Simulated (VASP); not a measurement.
# Ta (I4/mmm) in VASP: notebook, part 2 of 2

VASP 6.6.1.

## 5. Single point, PBE (volume 19.377 Å^3 an atom, c/a of the conventional cell 0.9420)

INCAR

```
SYSTEM = Ta
  PREC = Accurate
  ENCUT = 520
  EDIFF = 1E-6
  ISMEAR = 0
  SIGMA = 0.15
  LREAL = .FALSE.
  LASPH = .TRUE.
  NELM = 60
  ALGO = Fast
  ISIF = 2
  LWAVE = .FALSE.
  LCHARG = .FALSE.
  GGA = PE
  NBANDS = 12
```

KPOINTS

```
regular mesh
0
G
  20 20 20
  0 0 0
```

POSCAR

```
Ta
1.0
   -1.7260705724      1.7260705724      1.6259584792
    1.7260705724     -1.7260705724      1.6259584792
    1.7260705724      1.7260705724     -1.6259584792
Ta
1
Direct
    0.0000000000      0.0000000000      0.0000000000
```

Potentials or basis: VASP PAW PBE potentials, release 64 (Ta_pv).

Launch:

```sh
$ cat potpaw_PBE.64/Ta_pv/POTCAR > POTCAR
$ mpirun -np 1 vasp_std > vasp.out
```

OUTCAR:

```text
SYSTEM = Ta
   PREC = Accurate
   ENCUT = 520
   EDIFF = 1E-6
   ISMEAR = 0
   LREAL = .FALSE.
   LASPH = .TRUE.
   NELM = 60
   ISIF = 2
   GGA = PE

 ion  position               nearest neighbor table
   1  0.000  0.000  0.000-

  LATTYP: Found a body centered tetragonal cell.
 ALAT       =     3.4521411448
 C/A-ratio  =     0.9420000000

  Lattice vectors:

 A1 = (  -1.7260705724,   1.7260705724,   1.6259584792)
 A2 = (   1.7260705724,  -1.7260705724,   1.6259584792)
 A3 = (   1.7260705724,   1.7260705724,  -1.6259584792)

Analysis of symmetry for initial positions (statically):
=====================================================================
 Subroutine PRICEL returns:
 Original cell was already a primitive cell.

 Routine SETGRP: Setting up the symmetry group for a
 body centered tetragonal supercell.

 Subroutine GETGRP returns: Found 16 space group operations
 (whereof 16 operations were pure point group operations)
 out of a pool of 16 trial point group operations.

The static configuration has the point symmetry D_4h.

Analysis of symmetry for dynamics (positions and initial velocities):
=====================================================================
 Subroutine PRICEL returns:
 Original cell was already a primitive cell.

 Routine SETGRP: Setting up the symmetry group for a
 body centered tetragonal supercell.

 Subroutine GETGRP returns: Found 16 space group operations
 (whereof 16 operations were pure point group operations)
 out of a pool of 16 trial point group operations.

The dynamic configuration has the point symmetry D_4h.

 Subroutine INISYM returns: Found 16 space group operations
 (whereof 16 operations are pure point group operations),
 and found     1 'primitive' translations

----------------------------------------------------------------------------------------

                                     Primitive cell

  volume of cell :      19.3770

  direct lattice vectors                    reciprocal lattice vectors
    -1.726070572  1.726070572  1.625958479     0.000000000  0.289675294  0.307510927
     1.726070572 -1.726070572  1.625958479     0.289675294  0.000000000  0.307510927
     1.726070572  1.726070572 -1.625958479     0.289675294  0.289675294  0.000000000

  length of vectors
     2.932981455  2.932981455  2.932981455     0.422462716  0.422462716  0.409662729

  position of ions in fractional coordinates (direct lattice)
     0.000000000  0.000000000  0.000000000

  ion indices of the primitive-cell ions
   primitive index   ion index
                 1           1

----------------------------------------------------------------------------------------

 KPOINTS: regular mesh

Automatic generation of k-mesh.
 Grid dimensions read from file:
 generate k-points for:   20   20   20

 Generating k-lattice:

  Cartesian coordinates                     Fractional coordinates (reciprocal lattice)
     0.000000000  0.014483765  0.015375546     0.050000000  0.000000000  0.000000000
     0.014483765  0.000000000  0.015375546     0.000000000  0.050000000  0.000000000
     0.014483765  0.014483765  0.000000000     0.000000000  0.000000000  0.050000000

  Length of vectors
     0.021123136  0.021123136  0.020483136

  Shift w.r.t. Gamma in fractional coordinates (k-lattice)
     0.000000000  0.000000000  0.000000000

 Subroutine IBZKPT returns following result:
 ===========================================

 Found    641 irreducible k-points:

 Following reciprocal coordinates:
            Coordinates               Weight
  0.000000  0.000000  0.000000      1.000000
  0.050000  0.000000 -0.000000      8.000000
  0.100000  0.000000 -0.000000      8.000000
  0.150000  0.000000 -0.000000      8.000000
  0.200000  0.000000 -0.000000      8.000000
  0.250000  0.000000  0.000000      8.000000
[... 16 lines left out ...]
 -0.400000  0.050000  0.000000     16.000000
 -0.350000  0.050000  0.000000     16.000000
 [... further k-points ...]
   k-points           NKPTS =    641   k-points in BZ     NKDIM =    641   number of bands    NBANDS=     12
   number of dos      NEDOS =    301   number of ions     NIONS =      1
   total plane-waves  NPLWV =  13824
   dimension x,y,z NGX =    24 NGY =   24 NGZ =   24
   dimension x,y,z NGXF=    48 NGYF=   48 NGZF=   48
   ions per type =               1
   NGX,Y,Z   is equivalent  to a cutoff of  13.60, 13.60, 13.60 a.u.
   NGXF,Y,Z  is equivalent  to a cutoff of  27.21, 27.21, 27.21 a.u.
 SYSTEM =  Ta
   PREC   = accura    normal or accurate (medium, high low for compatibility)
   ISTART =      0    job   : 0-new  1-cont  2-samecut
   ICHARG =      2    charge: 1-file 2-atom 10-const
   ISPIN  =      1    spin polarized calculation?
   LNONCOLLINEAR =      F non collinear calculations
   LSORBIT =      F    spin-orbit coupling
   LASPH  =      T    aspherical Exc in radial PAW
   ENCUT  =  520.0 eV  38.22 Ry    6.18 a.u.   5.45  5.45  5.45*2*pi/ulx,y,z
   NELM   =     60;   NELMIN=  2; NELMDL= -5     # of ELM steps
   EDIFF  = 0.1E-05   stopping-criterion for ELM
   LREAL  =      F    real-space projection
   EDIFFG = 0.1E-04   stopping-criterion for IOM
   NSW    =      0    number of steps for IOM
   IBRION =     -1    ionic relax: 0-MD 1-quasi-New 2-CG
   NFREE  =      0    steps in history (QN), initial steepest desc. (CG)
   ISIF   =      2    stress and relaxation
   ISYM   =      2    0-nonsym 1-usesym 2-fastsym
   POTIM  = 0.5000    time-step for ionic-motion
   TEBEG  =    0.0;   TEEND  =   0.0 temperature during run
   PSTRESS=    0.0 pullay stress
   NELECT =      11.0000    total number of electrons
   NUPDOWN=      -1.0000    fix difference up-down
   EMIN   =  10.00;   EMAX   =-10.00  energy-range for DOS
   EFERMI =   0.00;   METHOD = LEGACY
   ISMEAR =     0;   SIGMA  =   0.15  broadening in eV -4-tet -1-fermi 0-gaus
   EFERMI_NEDOS =   21; number of points for ismear=-14 and -15
   IALGO  =     68    algorithm
   IMIX   =      4    mixing-type and parameters
     AMIX     =   0.40;   BMIX     =  1.00
     AMIX_MAG =   1.60;   BMIX_MAG =  1.00
  volume/ion in A,a.u.               =      19.38       130.76
  Fermi-wavevector in a.u.,A,eV,Ry     =   1.355533  2.561587 25.000307  1.837471
  Thomas-Fermi vector in A             =   2.482613
   LORBIT       =      0    0 simple, 1 ext, 2 COOP (PROOUT), +10 PAW based schemes
   GGA     = PE    functional components
   LHFCALC =     F    Hartree Fock is set to
   AEXX    =    0.0000 exact exchange contribution
   IVDW    =     0    specifies the selected vdW correction
   LEPSILON=     F    determine dielectric tensor
   LRPA    =     F    only Hartree local field effects (RPA)
 non-spin polarized calculation
 RMM-DIIS sequential band-by-band and
 Gauss-broadening in eV      SIGMA  =   0.15
  energy-cutoff  :      520.00
  volume of cell :       19.38
 maximum number of plane-waves:       539
 NGX is ok and might be reduce to    24
   NGX = 11   NGY = 11   NGZ = 11

 number of electron      10.9999999 magnetization

 Free energy of the ion-electron system (eV)
  ---------------------------------------------------
  ext. energy  EPLUGINS =         0.00000000
  ---------------------------------------------------
  free energy    TOTEN  =       -11.77333249 eV

  energy without entropy =      -11.75699088  energy(sigma->0) =      -11.76516168

 E-fermi :   4.9275     XC(G=0): -12.2490

 val. band max:        4.9262119526   @ k =  -0.2000   0.1500  -0.0000
 cond. band min:       4.9297329687   @ k =  -0.2000   0.5000   0.2000
 fundamental gap:      0.0035210161
 Fermi energy:         4.9274821319

 k-point     1 :       0.0000    0.0000    0.0000
  band No.  band energies     occupation
      1     -28.4578      2.00000
      2     -28.4578      2.00000
      3     -28.4433      2.00000
      4      -2.7199      2.00000
      5       5.1889      0.01372
      6       5.9073      0.00000
      7       5.9073      0.00000
      8       8.1327      0.00000
      9       9.1065      0.00000
     10      19.2566      0.00000
     11      19.2566      0.00000
     12      20.3331      0.00000
[... 331 lines left out ...]
 k-point    24 :      -0.3500    0.0500    0.0000
  band No.  band energies     occupation
      1     -29.1271      2.00000
      2     -28.6893      2.00000
      3     -28.4759      2.00000
      4       0.4216      2.00000
      5       3.8576      2.00000
      6       4.8064      1.74618
      7       8.5648      0.00000
      8       9.0030      0.00000
      9       9.5400      0.00000
     10      17.8243      0.00000
     11      19.3123      0.00000
     12      19.5396      0.00000

 [... further k-points ...]
[... 5 lines left out ...]
  --------------------------------------------------------------------------------------
  -------------------------------------------------------------------------------------
  Total       -1.3648945     -1.3648945     -0.8123128      0.0000000      0.0000000      0.0000000
  in kB     -112.8556052   -112.8556052    -67.1656716      0.0000000      0.0000000      0.0000000
  external PRESSURE =     -97.6256273 kB  Pullay stress =       0.0000000 kB

 VOLUME and BASIS-vectors are now :
 -----------------------------------------------------------------------------
  energy-cutoff  :      520.00
  volume of cell :       19.38
      direct lattice vectors                 reciprocal lattice vectors
    -1.726070572  1.726070572  1.625958479     0.000000000  0.289675294  0.307510927
     1.726070572 -1.726070572  1.625958479     0.289675294  0.000000000  0.307510927
     1.726070572  1.726070572 -1.625958479     0.289675294  0.289675294  0.000000000

 POSITION                                       TOTAL-FORCE (eV/Angst)
 -----------------------------------------------------------------------------------
      0.00000      0.00000      0.00000        -0.000000     -0.000000     -0.000000
 -----------------------------------------------------------------------------------
    total drift:                               -0.000000      0.000000      0.000000

  FREE ENERGIE OF THE ION-ELECTRON SYSTEM (eV)
  ---------------------------------------------------
  free  energy   TOTEN  =       -11.7733324863 eV

  energy  without entropy=      -11.7569908826  energy(sigma->0) =      -11.76516168
```

Wall time 73 s (1 thread of Intel Xeon 6975P-C, shared host); peak memory 0.26 GiB.

Results:

```yaml
Free_energy: -11.7733 eV
Pressure: -9.8 GPa
```

Stress tensor (GPa, compression positive):
```
-11.29   0.00   0.00
  0.00 -11.29   0.00
  0.00   0.00  -6.72
```

Caveat: spin-orbit coupling is left out, which moves the levels of the heavy elements.

## 6. Summary

| cell | gap on the mesh (eV) | pressure (GPa) |
| --- | --- | --- |
| a = 2.798 Å, angles 107.9, 107.9, 112.7°, 1 atom | none | 19.8 |
| a = 2.914 Å, angles 111.1, 111.1, 106.2°, 1 atom | none | -6.7 |
| a = 2.914 Å, angles 107.9, 107.9, 112.7°, 1 atom | none | -6.6 |
| a = 2.933 Å, angles 107.9, 107.9, 112.7°, 1 atom | none | -9.8 |

Alike in all rows: task single point; level PBE; potentials or basis VASP PAW PBE potentials, release 64 (Ta_pv); no spin polarisation; k mesh 20 × 20 × 20; cutoff (eV) 520; smearing gaussian 0.15 eV.

Caveats: spin-orbit coupling is left out, which moves the levels of the heavy elements.

Total energies depend on the potentials used, so only differences within one code and one set of settings carry meaning.
